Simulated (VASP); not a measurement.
Write the native input for VASP 6.6.1 that does the following.

| Property | Result |
| --- | --- |
| Task | single point |
| Functional | PBE |
| Potentials or basis | VASP PAW PBE potentials, release 64 (O, Pb_d) |
| Cutoff | 520 eV |
| k mesh | 7 × 6 × 1 |
| Occupations | gaussian, width 0.1 eV |
| Spin | no spin polarisation |
| Dipole correction | yes |
| Further INCAR settings | LREAL = Auto; ALGO = Normal; EDIFF = 1e-06; NBANDS = 122 |

The structure of PbO2 lies in POSCAR:

```
PbO2
1.0
    5.0826191380      0.0000000000      0.0000000000
    0.0000000000      6.1386006885      0.0000000000
    0.0000000000      0.0000000000     25.3061296212
O Pb
16 8
Direct
    0.1919966928      0.9743953093      0.2963708837
    0.3080033072      0.4743953093      0.2963708837
    0.6919966928      0.8966959524      0.3657495635
    0.8080033072      0.3966959524      0.3657495635
    0.1919966928      0.6599409401      0.4089974013
    0.3080033072      0.1599409401      0.4089974013
    0.6919966928      0.5822415832      0.4783760811
    0.8080033072      0.0822415832      0.4783760811
    0.1919966928      0.3454865710      0.5216239189
    0.3080033072      0.8454865710      0.5216239189
    0.6919966928      0.2677872140      0.5910025987
    0.8080033072      0.7677872140      0.5910025987
    0.1919966928      0.0310322018      0.6342504365
    0.3080033072      0.5310322018      0.6342504365
    0.6919966928      0.9533328449      0.7036291163
    0.8080033072      0.4533328449      0.7036291163
    0.0000000000      0.6855456308      0.3310602236
    0.5000000000      0.1855456308      0.3310602236
    0.0000000000      0.3710912617      0.4436867412
    0.5000000000      0.8710912617      0.4436867412
    0.0000000000      0.0566368925      0.5563132588
    0.5000000000      0.5566368925      0.5563132588
    0.0000000000      0.7421825233      0.6689397764
    0.5000000000      0.2421825233      0.6689397764
```

The input as run:

INCAR

```
SYSTEM = PbO2
  ALGO = Normal
  DIPOL = 0.5 0.5 0.500
  EDIFF = 1E-6
  ENCUT = 520
  GGA = PE
  IDIPOL = 3
  ISIF = 2
  ISMEAR = 0
  KPAR = 4
  LASPH = .TRUE.
  LCHARG = .FALSE.
  LDIPOL = .TRUE.
  LREAL = Auto
  LWAVE = .FALSE.
  NBANDS = 122
  NELM = 100
  PREC = Accurate
  SIGMA = 0.1
```

KPOINTS

```
k-points
0
G
  7 6 1
  0 0 0
```

Potentials or basis: VASP PAW PBE potentials, release 64 (O, Pb_d).

Run with:

```sh
$ cat potpaw_PBE.64/O/POTCAR potpaw_PBE.64/Pb_d/POTCAR > POTCAR
$ mpirun -np 4 vasp_std > vasp.out
```

Results of the run:

* Largest force: 1.679 eV/Å
* Band gap on the k mesh: 0.06 eV

Caveat: spin-orbit coupling is left out, which moves the levels of the heavy elements.

Run time: 11 min on 4 MPI ranks on Intel(R) Xeon(R) Platinum 8375C CPU @ 2.90GHz (Ice Lake), with other jobs on the host, peak memory 1.3 GiB a rank.
